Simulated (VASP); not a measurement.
# Mo (Im-3m) in VASP: notebook

The runs below take Mo through single point, with RPBE.

Everything below comes from runs of VASP 6.6.1. Logs are shortened: lines on timing, memory, paths and dates and some standing lists are left out, and cuts for length are marked.

## 1. The cell of the first run

It takes space group Im-3m (No. 229, cubic). Conventional cell: a = 3.177 Å, b = 3.177 Å, c = 3.177 Å, α = 90.00°, β = 90.00°, γ = 90.00°. Mo (site symmetry m-3m) has 14 Mo at 2.75 to 3.18 Å within 3.6 Å.

## 2. Single point, RPBE

Input file INCAR:

```
SYSTEM = Mo
ALGO = Normal ; EDIFF = 1E-6
ENCUT = 520 ; GGA = RP
ISIF = 2 ; ISMEAR = -1
LASPH = .True. ; LCHARG = .False.
LREAL = .False. ; LWAVE = .False.
NBANDS = 13 ; NELM = 60
PREC = Accurate ; SIGMA = 0.1
```

Input file KPOINTS:

```
k-points
0
Gamma
  23 23 23
  0 0 0
```

Input file POSCAR:

```
Mo
1.0
   -1.5884918255      1.5884918255      1.5884918255
    1.5884918255     -1.5884918255      1.5884918255
    1.5884918255      1.5884918255     -1.5884918255
Mo
1
Direct
    0.0000000000      0.0000000000      0.0000000000
```

Potentials or basis: VASP PAW PBE potentials, release 64 (Mo_sv).

Run with:

```sh
> cat potpaw_PBE.64/Mo_sv/POTCAR > POTCAR
> mpirun -np 1 vasp_std > vasp.out
```

OUTCAR:

```text
SYSTEM = Mo
   EDIFF = 1E-6
   ENCUT = 520
   GGA = RP
   ISIF = 2
   ISMEAR = -1
   LASPH = .True.
   LREAL = .False.
   NELM = 60
   PREC = Accurate

 ion  position               nearest neighbor table
   1  0.000  0.000  0.000-

  LATTYP: Found a body centered cubic cell.
 ALAT       =     3.1769836510

  Lattice vectors:

 A1 = (  -1.5884918255,   1.5884918255,   1.5884918255)
 A2 = (   1.5884918255,  -1.5884918255,   1.5884918255)
 A3 = (   1.5884918255,   1.5884918255,  -1.5884918255)

Analysis of symmetry for initial positions (statically):
=====================================================================
 Subroutine PRICEL returns:
 Original cell was already a primitive cell.

 Routine SETGRP: Setting up the symmetry group for a
 body centered cubic supercell.

 Subroutine GETGRP returns: Found 48 space group operations
[... 9 lines left out ...]

 Routine SETGRP: Setting up the symmetry group for a
 body centered cubic supercell.

 Subroutine GETGRP returns: Found 48 space group operations
[... 11 lines left out ...]
                                     Primitive cell

  volume of cell :      16.0330

  direct lattice vectors                    reciprocal lattice vectors
    -1.588491826  1.588491826  1.588491826     0.000000000  0.314763974  0.314763974
     1.588491826 -1.588491826  1.588491826     0.314763974  0.000000000  0.314763974
     1.588491826  1.588491826 -1.588491826     0.314763974  0.314763974  0.000000000

  length of vectors
     2.751348549  2.751348549  2.751348549     0.445143481  0.445143481  0.445143481

  position of ions in fractional coordinates (direct lattice)
     0.000000000  0.000000000  0.000000000

  ion indices of the primitive-cell ions
   primitive index   ion index
                 1           1

----------------------------------------------------------------------------------------

 KPOINTS: k-points

Automatic generation of k-mesh.
 Grid dimensions read from file:
 generate k-points for:   23   23   23

 Generating k-lattice:

  Cartesian coordinates                     Fractional coordinates (reciprocal lattice)
     0.000000000  0.013685390  0.013685390     0.043478261  0.000000000  0.000000000
     0.013685390  0.000000000  0.013685390     0.000000000  0.043478261  0.000000000
     0.013685390  0.013685390  0.000000000     0.000000000  0.000000000  0.043478261

  Length of vectors
     0.019354064  0.019354064  0.019354064

  Shift w.r.t. Gamma in fractional coordinates (k-lattice)
     0.000000000  0.000000000  0.000000000

 Subroutine IBZKPT returns following result:
 ===========================================

 Found    364 irreducible k-points:

 Following reciprocal coordinates:
            Coordinates               Weight
  0.000000  0.000000  0.000000      1.000000
  0.043478  0.000000  0.000000     12.000000
  0.086957  0.000000  0.000000     12.000000
  0.130435  0.000000  0.000000     12.000000
  0.173913  0.000000  0.000000     12.000000
  0.217391  0.000000  0.000000     12.000000
[... 16 lines left out ...]
  0.478261  0.043478  0.000000     24.000000
  0.086957  0.086957  0.000000     24.000000
 [... further k-points ...]
   k-points           NKPTS =    364   k-points in BZ     NKDIM =    364   number of bands    NBANDS=     13
   number of dos      NEDOS =    301   number of ions     NIONS =      1
   total plane-waves  NPLWV =   8000
   dimension x,y,z NGX =    20 NGY =   20 NGZ =   20
   dimension x,y,z NGXF=    40 NGYF=   40 NGZF=   40
   ions per type =               1
   NGX,Y,Z   is equivalent  to a cutoff of  12.08, 12.08, 12.08 a.u.
   NGXF,Y,Z  is equivalent  to a cutoff of  24.17, 24.17, 24.17 a.u.
 SYSTEM =  Mo
   PREC   = accura    normal or accurate (medium, high low for compatibility)
   ISTART =      0    job   : 0-new  1-cont  2-samecut
   ICHARG =      2    charge: 1-file 2-atom 10-const
   ISPIN  =      1    spin polarized calculation?
   LNONCOLLINEAR =      F non collinear calculations
   LSORBIT =      F    spin-orbit coupling
   LASPH  =      T    aspherical Exc in radial PAW
   ENCUT  =  520.0 eV  38.22 Ry    6.18 a.u.   5.12  5.12  5.12*2*pi/ulx,y,z
   NELM   =     60;   NELMIN=  2; NELMDL= -5     # of ELM steps
   EDIFF  = 0.1E-05   stopping-criterion for ELM
   LREAL  =      F    real-space projection
   EDIFFG = 0.1E-04   stopping-criterion for IOM
   NSW    =      0    number of steps for IOM
   IBRION =     -1    ionic relax: 0-MD 1-quasi-New 2-CG
   NFREE  =      0    steps in history (QN), initial steepest desc. (CG)
   ISIF   =      2    stress and relaxation
   ISYM   =      2    0-nonsym 1-usesym 2-fastsym
   POTIM  = 0.5000    time-step for ionic-motion
   TEBEG  =    0.0;   TEEND  =   0.0 temperature during run
   PSTRESS=    0.0 pullay stress
   NELECT =      14.0000    total number of electrons
   NUPDOWN=      -1.0000    fix difference up-down
   EMIN   =  10.00;   EMAX   =-10.00  energy-range for DOS
   EFERMI =   0.00;   METHOD = LEGACY
   ISMEAR =    -1;   SIGMA  =   0.10  broadening in eV -4-tet -1-fermi 0-gaus
   EFERMI_NEDOS =   21; number of points for ismear=-14 and -15
   IALGO  =     38    algorithm
   IMIX   =      4    mixing-type and parameters
     AMIX     =   0.40;   BMIX     =  1.00
     AMIX_MAG =   1.60;   BMIX_MAG =  1.00
  volume/ion in A,a.u.               =      16.03       108.20
  Fermi-wavevector in a.u.,A,eV,Ry     =   1.564753  2.956955 33.313222  2.448453
  Thomas-Fermi vector in A             =   2.667330
   LORBIT       =      0    0 simple, 1 ext, 2 COOP (PROOUT), +10 PAW based schemes
   GGA     = RP    functional components
   LHFCALC =     F    Hartree Fock is set to
   AEXX    =    0.0000 exact exchange contribution
   IVDW    =     0    specifies the selected vdW correction
   LEPSILON=     F    determine dielectric tensor
   LRPA    =     F    only Hartree local field effects (RPA)
 non-spin polarized calculation
  energy-cutoff  :      520.00
  volume of cell :       16.03
 maximum number of plane-waves:       445
   NGX = 11   NGY = 11   NGZ = 11

 number of electron      14.0000006 magnetization

 Free energy of the ion-electron system (eV)
  ---------------------------------------------------
  ext. energy  EPLUGINS =         0.00000000
  ---------------------------------------------------
  free energy    TOTEN  =       -10.37277983 eV

  energy without entropy =      -10.35303426  energy(sigma->0) =      -10.36290705

 E-fermi :  12.2555     XC(G=0): -13.1812

 val. band max:       12.2383906048   @ k =  -0.3043   0.3478   0.1739
 cond. band min:      12.2592259796   @ k =  -0.2174   0.3043   0.0870
 fundamental gap:      0.0208353748
 Fermi energy:        12.2555331794

 k-point     1 :       0.0000    0.0000    0.0000
  band No.  band energies     occupation
      1     -49.0346      2.00000
      2     -22.3575      2.00000
      3     -22.3575      2.00000
      4     -22.3575      2.00000
      5       5.1284      2.00000
      6      10.9445      2.00000
      7      10.9445      2.00000
      8      10.9445      2.00000
      9      13.8837      0.00000
     10      13.8837      0.00000
     11      27.0457      0.00000
     12      27.0457      0.00000
     13      27.0457      0.00000

 k-point     2 :       0.0435    0.0000    0.0000
  band No.  band energies     occupation
      1     -49.0303      2.00000
      2     -22.3831      2.00000
      3     -22.3655      2.00000
      4     -22.3577      2.00000
      5       5.2103      2.00000
      6      10.8985      2.00000
      7      10.9377      2.00000
      8      11.0203      1.99999
      9      13.8143      0.00000
     10      13.8848      0.00000
     11      27.1072      0.00000
     12      27.1831      0.00000
     13      27.2042      0.00000

 k-point     3 :       0.0870    0.0000    0.0000
  band No.  band energies     occupation
      1     -49.0176      2.00000
      2     -22.4574      2.00000
      3     -22.3886      2.00000
      4     -22.3582      2.00000
      5       5.4493      2.00000
      6      10.7670      2.00000
      7      10.9103      2.00000
      8      11.2462      1.99992
      9      13.6406      0.00000
     10      13.8901      0.00000
     11      27.2689      0.00000
     12      27.5878      0.00000
     13      27.6281      0.00000

 k-point     4 :       0.1304    0.0000    0.0000
  band No.  band energies     occupation
      1     -48.9974      2.00000
      2     -22.5740      2.00000
      3     -22.4250      2.00000
      4     -22.3590      2.00000
      5       5.8232      2.00000
      6      10.5669      2.00000
      7      10.8479      2.00000
      8      11.6160      1.99667
      9      13.4469      0.00001
     10      13.9044      0.00000
     11      27.4545      0.00000
     12      28.1645      0.00000
     13      28.2400      0.00000

 k-point     5 :       0.1739    0.0000    0.0000
  band No.  band energies     occupation
      1     -48.9712      2.00000
      2     -22.7227      2.00000
      3     -22.4718      2.00000
      4     -22.3601      2.00000
      5       6.2890      2.00000
      6      10.3213      2.00000
      7      10.7536      2.00000
      8      12.1199      1.59022
      9      13.3214      0.00005
     10      13.9342      0.00000
     11      27.5223      0.00000
     12      28.5608      0.00000
     13      29.1111      0.00000
[... 257 lines left out ...]
 k-point    22 :       0.4348    0.0435    0.0000
  band No.  band energies     occupation
      1     -48.7994      2.00000
      2     -23.6173      2.00000
      3     -22.7696      2.00000
      4     -22.3772      2.00000
      5       7.1817      2.00000
      6       9.0253      2.00000
      7      13.1955      0.00017
      8      13.9153      0.00000
      9      14.6648      0.00000
     10      16.7840      0.00000
     11      23.7319      0.00000
     12      24.3876      0.00000
     13      29.4720      0.00000

 k-point    23 :       0.4783    0.0435    0.0000
  band No.  band energies     occupation
      1     -48.7949      2.00000
      2     -23.6392      2.00000
      3     -22.7772      2.00000
      4     -22.3774      2.00000
      5       7.1517      2.00000
      6       8.9961      2.00000
      7      13.4351      0.00002
      8      13.8715      0.00000
      9      14.7330      0.00000
     10      16.9677      0.00000
     11      23.4811      0.00000
     12      24.2704      0.00000
     13      29.2051      0.00000

 k-point    24 :       0.0870    0.0870    0.0000
  band No.  band energies     occupation
      1     -48.9859      2.00000
      2     -22.6398      2.00000
      3     -22.4229      2.00000
      4     -22.3824      2.00000
      5       6.0400      2.00000
      6      10.5468      2.00000
      7      10.6621      2.00000
      8      11.8963      1.94641
      9      13.2955      0.00006
     10      13.9807      0.00000
     11      27.6957      0.00000
     12      28.3192      0.00000
     13      28.4842      0.00000

 [... further k-points ...]
[... 5 lines left out ...]
  --------------------------------------------------------------------------------------
  -------------------------------------------------------------------------------------
  Total        0.0082171      0.0082171      0.0082171     -0.0000000      0.0000000      0.0000000
  in kB        0.8211345      0.8211345      0.8211345     -0.0000000      0.0000000      0.0000000
  external PRESSURE =       0.8211345 kB  Pullay stress =       0.0000000 kB

 VOLUME and BASIS-vectors are now :
 -----------------------------------------------------------------------------
  energy-cutoff  :      520.00
  volume of cell :       16.03
      direct lattice vectors                 reciprocal lattice vectors
    -1.588491826  1.588491826  1.588491826     0.000000000  0.314763974  0.314763974
     1.588491826 -1.588491826  1.588491826     0.314763974  0.000000000  0.314763974
     1.588491826  1.588491826 -1.588491826     0.314763974  0.314763974  0.000000000

 POSITION                                       TOTAL-FORCE (eV/Angst)
 -----------------------------------------------------------------------------------
      0.00000      0.00000      0.00000         0.000000      0.000000      0.000000
 -----------------------------------------------------------------------------------
    total drift:                                0.000000      0.000000      0.000000

  FREE ENERGIE OF THE ION-ELECTRON SYSTEM (eV)
  ---------------------------------------------------
  free  energy   TOTEN  =       -10.3727798289 eV

  energy  without entropy=      -10.3530342614  energy(sigma->0) =      -10.36290705
```

Wall time 36 s (1 thread of Intel Xeon 6975P-C (Granite Rapids), shared host); peak memory 0.18 GiB.

What came out:

```
Free energy            : -10.3728 eV
Pressure               : 0.1 GPa
Band gap on the k mesh : zero (band 7 reaches 15.96 eV, above the bottom of band 8 at 10.94 eV)
```

Caveat: the PAW data sets were made with another functional, which shifts forces and pressure a little.

## 3. Single point, RPBE (volume scaled by 1.04)

Input file INCAR:

```
SYSTEM = Mo
ALGO = Normal
EDIFF = 1E-6
ENCUT = 520
GGA = RP
ISIF = 2
ISMEAR = -1
LASPH = .TRUE.
LCHARG = .FALSE.
LREAL = .FALSE.
LWAVE = .FALSE.
NBANDS = 13
NELM = 100
PREC = Accurate
SIGMA = 0.1
```

Input file KPOINTS:

```
k-points
0
G
  23 23 23
  0 0 0
```

Input file POSCAR:

```
Mo
1.0
   -1.6093954309      1.6093954309      1.6093954309
    1.6093954309     -1.6093954309      1.6093954309
    1.6093954309      1.6093954309     -1.6093954309
Mo
1
Direct
    0.0000000000      0.0000000000      0.0000000000
```

Potentials or basis: VASP PAW PBE potentials, release 64 (Mo_sv).

Run with:

```sh
> cat potpaw_PBE.64/Mo_sv/POTCAR > POTCAR
> mpirun -np 1 vasp_std > vasp.out
```

Wall time 41 s (1 thread of Intel Xeon 6975P-C (Granite Rapids), shared host); peak memory 0.19 GiB.

It converged, with:

| Property | Result |
| --- | --- |
| Free energy | -10.3547 eV |
| Pressure | -8.9 GPa |
| Band gap on the k mesh | zero (band 7 reaches 15.15 eV, above the bottom of band 8 at 10.41 eV) |

Levels at points of the mesh, in eV from the Fermi level:
```
           k point  band 5  band 6  band 7  band 8  band 9  band 10
(0.00, 0.00, 0.00)   -6.98   -1.24   -1.24   -1.24    1.56     1.56
```

Caveat: the PAW data sets were made with another functional, which shifts forces and pressure a little.

## 4. Single point, RPBE (volume scaled by 1.08)

Input file INCAR:

```
SYSTEM = Mo
PREC = Accurate ; ENCUT = 520
EDIFF = 1E-6 ; ISMEAR = -1
SIGMA = 0.1 ; LREAL = .FALSE.
LASPH = .TRUE. ; NELM = 80
ALGO = Normal ; ISIF = 2
LWAVE = .FALSE. ; LCHARG = .FALSE.
GGA = RP ; NBANDS = 13
```

Input file KPOINTS:

```
Automatic mesh
0
G
  23 23 23
  0 0 0
```

Input file POSCAR:

```
Mo
1.0
   -1.6297696878      1.6297696878      1.6297696878
    1.6297696878     -1.6297696878      1.6297696878
    1.6297696878      1.6297696878     -1.6297696878
Mo
1
Direct
    0.0000000000      0.0000000000      0.0000000000
```

Run with:

```sh
> cat potpaw_PBE.64/Mo_sv/POTCAR > POTCAR
> mpirun -np 1 vasp_std > vasp.out
```

Wall time 39 s (1 thread of Intel Xeon 6975P-C (Granite Rapids), shared host); peak memory 0.19 GiB.

The run converged. Its results:

```yaml
Free_energy: -10.3043 eV
Pressure: -16.2 GPa
Band_gap_on_the_k_mesh: zero (band 7 reaches 14.40 eV, above the bottom of band 8 at 9.90 eV)
```

Levels at points of the mesh, in eV from the Fermi level:
```csv
k point,band 3,band 4,band 5,band 6,band 7,band 8,band 9,band 10,band 11,band 12
"(0.00, 0.00, 0.00)",-34.76,-34.76,-6.84,-1.17,-1.17,-1.17,1.50,1.50,14.66,14.66
```

Caveat: the PAW data sets were made with another functional, which shifts forces and pressure a little.

## 5. Single point, RPBE (volume scaled by 1.12)

Input file INCAR:

```
PREC     = Accurate       # precision mode
ENCUT    = 520            # plane-wave cutoff, eV
EDIFF    = 1E-6           # SCF threshold, eV
ISMEAR   = -1             # smearing method
SIGMA    = 0.1            # smearing width, eV
LREAL    = F              # projectors in reciprocal space
LASPH    = T              # aspherical terms in the spheres
NELM     = 80             # most SCF steps
ALGO     = Normal         # electronic algorithm
ISIF     = 2              # what is computed and relaxed
LWAVE    = F              # write WAVECAR
LCHARG   = T              # write CHGCAR
GGA      = RP             # functional
LELF     = T              # ELF
LVHAR    = T            
NBANDS   = 13             # bands
```

Input file KPOINTS:

```
Automatic mesh
0
Gamma
  23 23 23
```

Input file POSCAR:

```
Mo
1.0
   -1.6496468869      1.6496468869      1.6496468869
    1.6496468869     -1.6496468869      1.6496468869
    1.6496468869      1.6496468869     -1.6496468869
Mo
1
Direct
    0.0000000000      0.0000000000      0.0000000000
```

Run with:

```sh
> cat potpaw_PBE.64/Mo_sv/POTCAR > POTCAR
> mpirun -np 1 vasp_std > vasp.out
```

Wall time 39 s (1 thread of Intel Xeon 6975P-C (Granite Rapids), shared host); peak memory 0.2 GiB.

It converged, with:

| Item | Value |
| --- | --- |
| Free energy | -10.2278 eV |
| Pressure | -22.0 GPa |
| Band gap on the k mesh | zero (band 7 reaches 13.69 eV, above the bottom of band 8 at 9.43 eV) |

Levels at points of the mesh, in eV from the Fermi level:
| k point | band 3 | band 4 | band 5 | band 6 | band 7 | band 8 | band 9 | band 10 | band 11 | band 12 |
| --- | --- | --- | --- | --- | --- | --- | --- | --- | --- | --- |
| (0.00, 0.00, 0.00) | -34.83 | -34.83 | -6.70 | -1.11 | -1.11 | -1.11 | 1.44 | 1.44 | 14.58 | 14.58 |

Caveat: the PAW data sets were made with another functional, which shifts forces and pressure a little.

(Continued in part 2 of 2.)
